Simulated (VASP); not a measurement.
# TaAs (I4_1md) in VASP: a series of runs

Runs on TaAs. Level: r2SCAN. Tasks: relaxation of cell and atoms, single point.

All numbers are computed with VASP 6.6.1; they aren't measurements. Logs are shortened: lines on timing, memory, paths and dates and some standing lists are left out, and cuts for length are marked.

## 1. The cell of the first run

Symmetry: I4_1md, No. 109, tetragonal system. Conventional cell: a = 3.488 Å, b = 3.488 Å, c = 11.803 Å, α = 90.00°, β = 90.00°, γ = 90.00°. As (site symmetry 2mm) has 6 Ta at 2.62 to 2.66 Å and 8 As at 3.43 to 3.49 Å within 3.5 Å. Ta (site symmetry 2mm) has 6 As at 2.62 to 2.66 Å and 8 Ta at 3.43 to 3.49 Å within 3.5 Å.

## 2. Relaxation of cell and atoms, r2SCAN

File POSCAR:

```
TaAs
1.0
    0.0000000000      3.4880800000      0.0000000000
    3.4880800000      0.0000000000      0.0000000000
    1.7440400000      1.7440400000     -5.9015530000
As Ta
2 2
Direct
    0.4160000000      0.4160000000      0.1680000000
    0.1660000000      0.6660000000      0.6680000000
    0.0000000000      0.0000000000      0.0000000000
    0.7500000000      0.2500000000      0.5000000000
```

File INCAR.step1:

```
SYSTEM = TaAs
PREC = Accurate ; ENCUT = 600
ISMEAR = 1 ; SIGMA = 0.0659
LREAL = .False. ; LASPH = .True.
NELM = 60 ; GGA = PE
ALGO = Normal ; EDIFF = 1E-4
LWAVE = .True. ; LCHARG = .False.
```

File INCAR.step2:

```
SYSTEM = TaAs
PREC = Accurate ; ENCUT = 600
EDIFF = 1E-6 ; ISMEAR = 1
SIGMA = 0.0659 ; LREAL = .False.
LASPH = .True. ; NELM = 60
ALGO = Normal ; ISIF = 3
LWAVE = .False. ; LCHARG = .False.
METAGGA = R2SCAN ; LMIXTAU = .True.
IBRION = 2 ; NSW = 60
EDIFFG = -0.03 ; ISTART = 1
```

File KPOINTS:

```
regular mesh
0
Gamma
  8 8 8
  0 0 0
```

Potentials or basis: VASP PAW PBE potentials, release 64 (As, Ta_pv).

Run with:

```sh
cat potpaw_PBE.64/As/POTCAR potpaw_PBE.64/Ta_pv/POTCAR > POTCAR
cp INCAR.step1 INCAR
mpirun -np 1 vasp_std > vasp.out
cp INCAR.step2 INCAR
mpirun -np 1 vasp_std > vasp.out
```

OUTCAR:

```text
SYSTEM = TaAs
   PREC = Accurate
   ENCUT = 600
   EDIFF = 1E-6
   ISMEAR = 1
   LREAL = .False.
   LASPH = .True.
   NELM = 60
   ISIF = 3
   METAGGA = R2SCAN
   IBRION = 2
   NSW = 60
   EDIFFG = -0.03
   ISTART = 1

 ion  position               nearest neighbor table
   1  0.416  0.416  0.168-   4 2.62   4 2.62   3 2.66   3 2.66   3 2.66   3 2.66
   2  0.166  0.666  0.668-   3 2.62   3 2.62   4 2.66   4 2.66   4 2.66   4 2.66
   3  0.000  0.000  0.000-   2 2.62   2 2.62   1 2.66   1 2.66   1 2.66   1 2.66   4 3.43   4 3.43
                             4 3.43   4 3.43
   4  0.750  0.250  0.500-   1 2.62   1 2.62   2 2.66   2 2.66   2 2.66   2 2.66   3 3.43   3 3.43
                             3 3.43   3 3.43

  LATTYP: Found a body centered tetragonal cell.
 ALAT       =     3.4880800000
 C/A-ratio  =     3.3838403936

  Lattice vectors:

 A1 = (  -1.7440400000,   1.7440400000,   5.9015530000)
 A2 = (   1.7440400000,  -1.7440400000,   5.9015530000)
 A3 = (   1.7440400000,   1.7440400000,  -5.9015530000)

Analysis of symmetry for initial positions (statically):
=====================================================================
 Subroutine PRICEL returns:
 Original cell was already a primitive cell.

 Routine SETGRP: Setting up the symmetry group for a
 body centered tetragonal supercell.

 Subroutine GETGRP returns: Found  8 space group operations
 (whereof  4 operations were pure point group operations)
 out of a pool of 16 trial point group operations.

The static configuration has the point symmetry C_2v.
 The point group associated with its full space group is C_4v.

Analysis of symmetry for dynamics (positions and initial velocities):
=====================================================================
 Subroutine PRICEL returns:
 Original cell was already a primitive cell.

 Routine SETGRP: Setting up the symmetry group for a
 body centered tetragonal supercell.

 Subroutine GETGRP returns: Found  8 space group operations
 (whereof  4 operations were pure point group operations)
 out of a pool of 16 trial point group operations.

The dynamic configuration has the point symmetry C_2v.
 The point group associated with its full space group is C_4v.

 Subroutine INISYM returns: Found  8 space group operations
 (whereof  4 operations are pure point group operations),
 and found     1 'primitive' translations

----------------------------------------------------------------------------------------

                                     Primitive cell

  volume of cell :      71.8024

  direct lattice vectors                    reciprocal lattice vectors
     0.000000000  3.488080000  0.000000000     0.000000000  0.286690672  0.084723462
     3.488080000  0.000000000  0.000000000     0.286690672  0.000000000  0.084723462
     1.744040000  1.744040000 -5.901553000     0.000000000  0.000000000 -0.169446924

  length of vectors
     3.488080000  3.488080000  6.396223797     0.298947498  0.298947498  0.169446924

  position of ions in fractional coordinates (direct lattice)
     0.416000000  0.416000000  0.168000000
     0.166000000  0.666000000  0.668000000
     0.000000000  0.000000000  0.000000000
     0.750000000  0.250000000  0.500000000

  ion indices of the primitive-cell ions
   primitive index   ion index
                 1           1
                 2           2
                 3           3
                 4           4

----------------------------------------------------------------------------------------

 KPOINTS: regular mesh

Automatic generation of k-mesh.
 Grid dimensions read from file:
 generate k-points for:    8    8    8

 Generating k-lattice:

  Cartesian coordinates                     Fractional coordinates (reciprocal lattice)
     0.000000000  0.035836334  0.010590433     0.125000000  0.000000000  0.000000000
     0.035836334  0.000000000  0.010590433     0.000000000  0.125000000  0.000000000
     0.000000000  0.000000000 -0.021180865     0.000000000  0.000000000  0.125000000

  Length of vectors
     0.037368437  0.037368437  0.021180865

  Shift w.r.t. Gamma in fractional coordinates (k-lattice)
     0.000000000  0.000000000  0.000000000

 Subroutine IBZKPT returns following result:
 ===========================================

 Found     59 irreducible k-points:

 Following reciprocal coordinates:
            Coordinates               Weight
  0.000000  0.000000  0.000000      1.000000
  0.125000  0.000000  0.000000      8.000000
  0.250000  0.000000  0.000000      8.000000
  0.375000  0.000000  0.000000      8.000000
  0.500000  0.000000  0.000000      4.000000
  0.125000  0.125000  0.000000      8.000000
[... 16 lines left out ...]
  0.250000  0.000000  0.125000      4.000000
  0.375000  0.000000  0.125000      8.000000
 [... further k-points ...]
   k-points           NKPTS =     59   k-points in BZ     NKDIM =     59   number of bands    NBANDS=     20
   number of dos      NEDOS =    301   number of ions     NIONS =      4
   total plane-waves  NPLWV =  42336
   dimension x,y,z NGX =    28 NGY =   28 NGZ =   54
   dimension x,y,z NGXF=    56 NGYF=   56 NGZF=  108
   ions per type =               2   2
   NGX,Y,Z   is equivalent  to a cutoff of  13.35, 13.35, 14.04 a.u.
   NGXF,Y,Z  is equivalent  to a cutoff of  26.69, 26.69, 28.07 a.u.
 SYSTEM =  TaAs
   PREC   = accura    normal or accurate (medium, high low for compatibility)
   ISTART =      1    job   : 0-new  1-cont  2-samecut
   ICHARG =      0    charge: 1-file 2-atom 10-const
   ISPIN  =      1    spin polarized calculation?
   LNONCOLLINEAR =      F non collinear calculations
   LSORBIT =      F    spin-orbit coupling
   LASPH  =      T    aspherical Exc in radial PAW
   ENCUT  =  600.0 eV  44.10 Ry    6.64 a.u.   6.97  6.97 12.77*2*pi/ulx,y,z
   NELM   =     60;   NELMIN=  2; NELMDL=  0     # of ELM steps
   EDIFF  = 0.1E-05   stopping-criterion for ELM
   LREAL  =      F    real-space projection
   EDIFFG = -.3E-01   stopping-criterion for IOM
   NSW    =     60    number of steps for IOM
   IBRION =      2    ionic relax: 0-MD 1-quasi-New 2-CG
   NFREE  =      1    steps in history (QN), initial steepest desc. (CG)
   ISIF   =      3    stress and relaxation
   ISYM   =      2    0-nonsym 1-usesym 2-fastsym
   POTIM  = 0.5000    time-step for ionic-motion
   TEBEG  =    0.0;   TEEND  =   0.0 temperature during run
   PSTRESS=    0.0 pullay stress
   NELECT =      32.0000    total number of electrons
   NUPDOWN=      -1.0000    fix difference up-down
   EMIN   =  10.00;   EMAX   =-10.00  energy-range for DOS
   EFERMI =   0.00;   METHOD = LEGACY
   ISMEAR =     1;   SIGMA  =   0.07  broadening in eV -4-tet -1-fermi 0-gaus
   EFERMI_NEDOS =   21; number of points for ismear=-14 and -15
   IALGO  =     38    algorithm
   IMIX   =      4    mixing-type and parameters
     AMIX     =   0.40;   BMIX     =  1.00
     AMIX_MAG =   1.60;   BMIX_MAG =  1.00
  volume/ion in A,a.u.               =      17.95       121.14
  Fermi-wavevector in a.u.,A,eV,Ry     =   1.250485  2.363074 21.275598  1.563712
  Thomas-Fermi vector in A             =   2.384477
   LORBIT       =      0    0 simple, 1 ext, 2 COOP (PROOUT), +10 PAW based schemes
   METAGGA = R2SCAN    functional components
   LHFCALC =     F    Hartree Fock is set to
   AEXX    =    0.0000 exact exchange contribution
   IVDW    =     0    specifies the selected vdW correction
   LEPSILON=     F    determine dielectric tensor
   LRPA    =     F    only Hartree local field effects (RPA)
 conjugate gradient relaxation of ions
 non-spin polarized calculation
 Methfessel and Paxton  Order N= 1 SIGMA  =   0.07
  energy-cutoff  :      600.00
  volume of cell :       71.80
 maximum number of plane-waves:      2414
   NGX = 13   NGY = 13   NGZ = 25

--------------------------------------- Ionic step        1  -------------------------------------------

 number of electron      31.9999995 magnetization

 Free energy of the ion-electron system (eV)
  ---------------------------------------------------
  ext. energy  EPLUGINS =         0.00000000
  ---------------------------------------------------
  free energy    TOTEN  =      -129.02683778 eV

  energy without entropy =     -129.02635961  energy(sigma->0) =     -129.02667839

------------------------ aborting loop because EDIFF is reached ----------------------------------------

  FORCE on cell =-STRESS in cart. coord.  units (eV):
  Direction    XX          YY          ZZ          XY          YZ          ZX
  --------------------------------------------------------------------------------------
  -------------------------------------------------------------------------------------
  Total       -2.8901900     -2.8901900     -1.7115248      0.0000000      0.0000000      0.0000000
  in kB      -64.4908048    -64.4908048    -38.1904331      0.0000000      0.0000000      0.0000000
  external PRESSURE =     -55.7240142 kB  Pullay stress =       0.0000000 kB
[... 175 lines left out ...]
  energy  without entropy=     -129.0728450595  energy(sigma->0) =     -129.07306202

--------------------------------------- Ionic step        6  -------------------------------------------

 number of electron      31.9999998 magnetization

 Free energy of the ion-electron system (eV)
  ---------------------------------------------------
  ext. energy  EPLUGINS =         0.00000000
  ---------------------------------------------------
  free energy    TOTEN  =      -129.07329950 eV

  energy without entropy =     -129.07294041  energy(sigma->0) =     -129.07317981

 E-fermi :   6.9632     XC(G=0): -12.7291

 val. band max:        6.9516536954   @ k =   0.5000   0.0000   0.2500
 cond. band min:       7.0053565974   @ k =  -0.2500   0.0000   0.2500
 fundamental gap:      0.0537029020
 Fermi energy:         6.9631713799

 k-point     1 :       0.0000    0.0000    0.0000
  band No.  band energies     occupation
      1     -29.3891      2.00000
      2     -29.3364      2.00000
      3     -29.3364      2.00000
      4     -29.1886      2.00000
      5     -29.1886      2.00000
      6     -29.1375      2.00000
[... 12 lines left out ...]
     19       9.4025      0.00000
[... 513 lines left out ...]
      4     -29.3052      2.00000
      5     -29.1724      2.00000
      6     -29.1576      2.00000
[... 12 lines left out ...]
     19       8.8603      0.00000
     20       9.5796      0.00000

 [... further k-points ...]

------------------------ aborting loop because EDIFF is reached ----------------------------------------

  FORCE on cell =-STRESS in cart. coord.  units (eV):
  Direction    XX          YY          ZZ          XY          YZ          ZX
  --------------------------------------------------------------------------------------
  -------------------------------------------------------------------------------------
  Total        0.0204573      0.0204573      0.0086652      0.0000000      0.0000000      0.0000000
  in kB        0.4710307      0.4710307      0.1995173      0.0000000      0.0000000      0.0000000
  external PRESSURE =       0.3805262 kB  Pullay stress =       0.0000000 kB
[... 19 lines left out ...]
  FREE ENERGIE OF THE ION-ELECTRON SYSTEM (eV)
  ---------------------------------------------------
  free  energy   TOTEN  =      -129.0732995041 eV

  energy  without entropy=     -129.0729404133  energy(sigma->0) =     -129.07317981

 reached required accuracy - stopping structural energy minimisation
```

It took 12 min on 1 thread of Intel Xeon 6975P-C (Granite Rapids), shared host; peak memory 0.29 GiB.

What came out:

```
Free energy                           : -129.0733 eV
Relaxed volume                        : 17.40 Å³/atom
Relaxed cell                          : a = 3.442 Å, b = 3.442 Å, c = 6.358 Å, α = 74.30°, β = 74.30°, γ = 90.00°
Space group after relaxing (to 0.1 Å) : I4_1md (No. 109)
Energy gained by relaxing             : 11.6 meV/atom
Ionic steps                           : 6
Pressure after relaxing               : 0.0 GPa
Band gap on the k mesh                : zero (bands 16 and 17 overlap by 0.06 eV)
```

The path:
```
step  energy change (eV)  largest force (eV/Å)  pressure (GPa)  volume (Å³)
   1              0.0000                0.2031           -5.57        71.80
   2              0.1167                0.0840           13.25        65.50
   3             -0.0448                0.1285            0.11        69.55
   4             -0.0449                0.1268            0.24        69.50
   5             -0.0463                0.0364           -0.01        69.61
   6             -0.0465                0.0016            0.04        69.58
```

Final structure:
```
CELL_PARAMETERS angstrom
0.00000 3.44192 0.00000
3.44192 0.00000 0.00000
1.72096 1.72096 -5.87365
ATOMIC_POSITIONS crystal
As 0.41665 0.41665 0.16670
As 0.16665 0.66665 0.66670
Ta 0.99935 0.99935 0.00130
Ta 0.74935 0.24935 0.50130
```

Caveat: the PAW data sets were made with another functional, which shifts forces and pressure a little; spin-orbit coupling is left out, which moves the levels of the heavy elements.

## 3. Single point, r2SCAN

This run uses another cell than the first one, of 17.36 Å³/atom.

File POSCAR:

```
TaAs
1.0
    0.0000000000      3.4397821606      0.0000000000
    3.4397821606      0.0000000000      0.0000000000
    1.7198910803      1.7198910803     -5.8678403894
As Ta
2 2
Direct
    0.4167017448      0.4167017448      0.1665965103
    0.1667017448      0.6667017448      0.6665965103
   -0.0007017448     -0.0007017448      0.0014034897
    0.7492982552      0.2492982552      0.5014034897
```

File INCAR.step1:

```
PREC = Accurate
ENCUT = 520
ISMEAR = 1
SIGMA = 0.0659
LREAL = False
LASPH = True
NELM = 80
NBANDS = 24
GGA = PE
ALGO = Normal
EDIFF = 1E-4
LWAVE = True
LCHARG = False
```

File INCAR.step2:

```
PREC = Accurate
ENCUT = 520
EDIFF = 1E-6
ISMEAR = 1
SIGMA = 0.0659
LREAL = False
LASPH = True
NELM = 80
ALGO = Normal
ISIF = 2
LWAVE = False
LCHARG = False
METAGGA = R2SCAN
LMIXTAU = True
NBANDS = 24
ISTART = 1
```

File KPOINTS:

```
regular mesh
0
Gamma
  8 8 8
```

Potentials or basis: VASP PAW PBE potentials, release 64 (As, Ta_pv).

Run with:

```sh
cat potpaw_PBE.64/As/POTCAR potpaw_PBE.64/Ta_pv/POTCAR > POTCAR
cp INCAR.step1 INCAR
mpirun -np 1 vasp_std > vasp.out
cp INCAR.step2 INCAR
mpirun -np 1 vasp_std > vasp.out
```

It took 2.8 min on 1 thread of Intel Xeon Platinum 8488C (Sapphire Rapids), shared host; peak memory 0.25 GiB.

Results (log left out):

* Free energy: -129.0711 eV
* Pressure: 0.5 GPa
* Largest force: 0.011 eV/Å
* Band gap on the k mesh: zero (bands 16 and 17 overlap by 0.05 eV)

Forces in eV/Å, atoms in the order of the input:
```
As   0.000  0.000 -0.011
As   0.000  0.000 -0.011
Ta   0.000  0.000  0.011
Ta   0.000  0.000  0.011
```

Levels at points of the mesh, in eV from the Fermi level:
```
           k point  band 12  band 13  band 14  band 15  band 16  band 17  band 18  band 19  band 20  band 21
(0.00, 0.00, 0.00)    -2.70    -2.50    -2.10    -1.83    -1.83     0.92     1.61     2.45     3.18     3.18
(0.50, 0.00, 0.00)    -3.69    -2.66    -2.56    -1.71    -0.37     0.11     1.42     2.38     2.59     3.22
(0.50, 0.50, 0.00)    -5.41    -3.51    -3.51    -1.30    -1.30     2.97     2.97     3.19     3.19     4.00
(0.00, 0.00, 0.50)    -3.12    -2.94    -2.94    -1.13    -1.13     1.25     1.25     2.38     2.38     3.27
```

Caveat: the PAW data sets were made with another functional, which shifts forces and pressure a little; spin-orbit coupling is left out, which moves the levels of the heavy elements.

The gap in the log of VASP goes by the Fermi energy; the results here count the filled bands.